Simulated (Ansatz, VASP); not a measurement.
# Two plane-wave programs on PtSe2

Contents of INCAR:

```
SYSTEM = PtSe2
PREC = Accurate
ENCUT = 520
EDIFF = 1E-6
ISMEAR = 0
SIGMA = 0.15
LREAL = .FALSE.
LASPH = .TRUE.
NELM = 100
ALGO = Normal
ISIF = 2
LWAVE = .FALSE.
LCHARG = .FALSE.
GGA = PS
IVDW = 12
NBANDS = 18
```

File KPOINTS:

```
Automatic mesh
0
G
  12 12 8
  0 0 0
```

Contents of POSCAR:

```
PtSe2
1.0
    3.1780349139      0.0000000000      0.0000000000
   -1.5890174570      3.4807981086      0.0000000000
    0.0000000000      0.0000000000      4.6296715343
Pt Se
1 2
Direct
    0.0000000000      0.0000000000      0.0000000000
    0.3333333333      0.6666666667      0.2721511594
    0.6666666667      0.3333333333      0.7278488406
```

Input for Ansatz:

```yaml
crystal:
  lattice:
    - [3.1780349139, 0.0, 0.0]
    - [-1.589017457, 3.4807981086, 0.0]
    - [0.0, 0.0, 4.6296715343]
  atoms:
    - { symbol: Pt, position: [0.0, 0.0, 0.0] }
    - { symbol: Se, position: [0.3333333333, 0.6666666667, 0.2721511594] }
    - { symbol: Se, position: [0.6666666667, 0.3333333333, 0.7278488406] }
basis:
  ecutwfc: 420
kpoints:
  mp_grid: { grid: [12, 12, 8] }
hamiltonian:
  xc: pbesol
  pseudopotentials: { kind: paw, azcp: { folder: soft_1 } }
  dispersion: d3bj
scf:
  occupations: { method: gaussian, width: 0.15 }
output:
  forces: true
  stress: true
  eigenvalues: true
```

Change from the starting cell: normal strain along x -0.1500, normal strain along y +0.0750.

Alike in both runs: task single point; functional PBEsol; dispersion D3(BJ); k mesh 12 × 12 × 8; occupations gaussian, width 0.15 eV; no spin polarisation.

|  | VASP | Ansatz |
| --- | --- | --- |
| version | VASP 6.6.1 | Ansatz 0.2.0 |
| potentials or method | VASP PAW PBE potentials, release 64 (Pt, Se), cutoff 520 eV | scalar-relativistic, plane waves, PAW |
| valence electrons in the cell | 22 | 50 |

```tsv
	VASP	Ansatz	Ansatz less VASP
gap on the k mesh at the Fermi level (eV)	none	none	-
pressure (GPa)	23.8	23.4	-0.42
traceless stress, the component that is largest in VASP (GPa)	22.77	22.59	-0.179
rms of the force components (eV/Å)	1.080	1.061	-0.0198
```

VASP's potentials were made for PBE, not for PBEsol, and Ansatz warns of the same on its side. Atom by atom the forces differ by 0.020 eV/Å (rms over components). A gap of «none» marks a metal or a gap that the smearing closes. VASP's potentials hold 22 valence electrons a cell and Ansatz's 50, so a difference there can come from the potentials and not from the codes.

Neither program's run includes spin-orbit coupling.
